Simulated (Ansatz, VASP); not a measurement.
## Two plane-wave programs on Ca

The input INCAR:

```
PREC     = Accurate       # precision mode
ENCUT    = 600            # plane-wave cutoff, eV
EDIFF    = 1E-6           # SCF threshold, eV
ISMEAR   = -1             # smearing method
SIGMA    = 0.1            # smearing width, eV
LREAL    = False          # projectors in reciprocal space
LASPH    = True           # aspherical terms in the spheres
NELM     = 100            # most SCF steps
ALGO     = Normal         # electronic algorithm
ISIF     = 3              # what is computed and relaxed
LWAVE    = False          # write WAVECAR
LCHARG   = False          # write CHGCAR
GGA      = RE             # functional
IBRION   = 2              # ionic algorithm
NSW      = 80             # ionic steps
EDIFFG   = -0.01          # ionic threshold
```

Contents of KPOINTS:

```
Automatic mesh
0
Gamma
  9 9 9
```

Contents of POSCAR:

```
Ca
1.0
    3.6119528465      0.0000000000      0.0000000000
    0.0000000000      3.6119528465      0.0000000000
    0.0000000000      0.0000000000      3.6119528465
Ca
1
Direct
    0.0000000000      0.0000000000      0.0000000000
```

Input for Ansatz:

```yaml
crystal:
  lattice:
    - [3.6119528465, 0.0, 0.0]
    - [0.0, 3.6119528465, 0.0]
    - [0.0, 0.0, 3.6119528465]
  atoms:
    - { symbol: Ca, position: [0.0, 0.0, 0.0] }
hamiltonian:
  xc: revpbe
  pseudopotentials:
    kind: paw
    azcp:
      Ca: "pseudopotentials/Ca.paw.azcp"
basis:
  ecutwfc: 420
  fft_grid_basis: typed
kpoints:
  mp_grid: { grid: [9, 9, 9], shift: [0, 0, 0] }
magnetization:
  spin_polarized: false
scf:
  occupations: { method: fermi_dirac, width: 0.1 }
relax:
  max_steps: 60
  f_tol: 0.01
  cell: {}
```

Alike in both runs: task relaxation of cell and atoms; functional revPBE; k mesh 9 × 9 × 9; occupations fermi-dirac, width 0.1 eV; no spin polarisation.

|  | VASP | Ansatz |
| --- | --- | --- |
| version | VASP 6.6.1 | Ansatz 0.2.0 |
| potentials or method | VASP PAW PBE potentials, release 64 (Ca_sv), cutoff 600 eV | plane waves (420 eV) with PAW, scalar-relativistic |
| valence electrons in the cell | 10 | 10 |

Ansatz gave:

- relaxed volume (Å³/atom): 46.31
- relaxed cell length with the largest relative difference (Å): 3.591

**Question.** What did VASP give for the same quantities?

**Answer.** Relaxed volume (Å³/atom): 46.39; relaxed cell length with the largest relative difference (Å): 3.593.

VASP's potentials were made for PBE, not for revPBE.
